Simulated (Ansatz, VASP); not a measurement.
## Two plane-wave programs on Li5Os

INCAR

```
  PREC = Accurate
  ENCUT = 520
  EDIFF = 1E-6
  ISMEAR = 0
  SIGMA = 0.1
  LREAL = F
  LASPH = T
  NELM = 100
  ALGO = Normal
  ISIF = 2
  LWAVE = F
  LCHARG = F
  GGA = PE
  NBANDS = 20
```

File KPOINTS:

```
Automatic mesh
0
Gamma
  6 6 4
```

POSCAR

```
Li5Os
1.0
    3.7122051300      0.0000000000      0.0000000000
   -1.8561025600      3.2148639400      0.0000000000
    0.0000000000      0.0000000000      6.1754007600
Li Os
5 1
Direct
    0.0000000000      0.0000000000      0.2157734600
    0.0000000000      0.0000000000      0.7842265400
    0.3333333300      0.6666666700      0.5000000000
    0.6666666700      0.3333333300      0.3225621700
    0.6666666700      0.3333333300      0.6774378300
    0.6666666700      0.3333333300      0.0000000000
```

Input for Ansatz:

```yaml
crystal:
  lattice:
    - [3.71220513, 0.0, 0.0]
    - [-1.85610256, 3.21486394, 0.0]
    - [0.0, 0.0, 6.17540076]
  atoms:
    - { symbol: Li, position: [0.0, 0.0, 0.21577346] }
    - { symbol: Li, position: [0.0, 0.0, 0.78422654] }
    - { symbol: Li, position: [0.33333333, 0.66666667, 0.5] }
    - { symbol: Li, position: [0.66666667, 0.33333333, 0.32256217] }
    - { symbol: Li, position: [0.66666667, 0.33333333, 0.67743783] }
    - { symbol: Os, position: [0.66666667, 0.33333333, 0.0] }
basis:
  ecutwfc: 420
kpoints:
  mp_grid: { grid: [6, 6, 4] }
hamiltonian:
  xc: pbe
scf:
  occupations: { method: gaussian, width: 0.1 }
  lower_state_search: "off"
output:
  forces: true
  stress: true
  eigenvalues: true
```

Alike in both runs: task single point; functional PBE; k mesh 6 × 6 × 4; occupations gaussian, width 0.1 eV; no spin polarisation.

```csv
,VASP,Ansatz
version,VASP 6.6.1,Ansatz 0.2.0
potentials or method,"VASP PAW PBE potentials, release 64 (Li_sv, Os), cutoff 520 eV","scalar-relativistic, plane waves, PAW"
valence electrons in the cell,23,31
```

|  | VASP | Ansatz | Ansatz less VASP |
| --- | --- | --- | --- |
| gap on the k mesh at the Fermi level (eV) | none | none | - |
| rms of the force components (eV/Å) | 0.729 | 0.696 | -0.0336 |

Atom by atom the forces differ by 0.034 eV/Å (rms over components). A gap of «none» marks a metal or a gap that the smearing closes. With one functional, cell and mesh, what is left measures potentials, basis and numerics. VASP's potentials hold 23 valence electrons a cell and Ansatz's 31, so a difference there can come from the potentials and not from the codes.

Neither program's run includes spin-orbit coupling. Noted on VASP's run: the cutoff is short for stress, so the pressure is rough.
